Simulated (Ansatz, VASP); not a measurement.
# Two plane-wave programs on HO

```
CELL_PARAMETERS angstrom
14.00000 0.00000 0.00000
0.00000 14.50000 0.00000
0.00000 0.00000 15.00000
ATOMIC_POSITIONS crystal
O 0.45838 0.52118 0.52086
O 0.53989 0.52230 0.47914
H 0.41860 0.47770 0.48641
H 0.58140 0.48184 0.51603
```

Alike in both runs: task relaxation of the atoms; functional PBE; dispersion D3(BJ); k mesh 1 × 1 × 1; occupations gaussian, width 0.005 eV; no spin polarisation.

|  | VASP | Ansatz |
| --- | --- | --- |
| version | VASP 6.6.1 | Ansatz 0.2.0 |
| potentials or method | VASP PAW PBE potentials, release 64 (O, H), cutoff 520 eV | scalar-relativistic, plane waves, PAW |
| valence electrons in the cell | 14 | 14 |

```tsv
	VASP	Ansatz	Ansatz less VASP
gap on the k mesh at the Fermi level, each at its own relaxed structure (eV)	4.82	4.96	+0.134
```
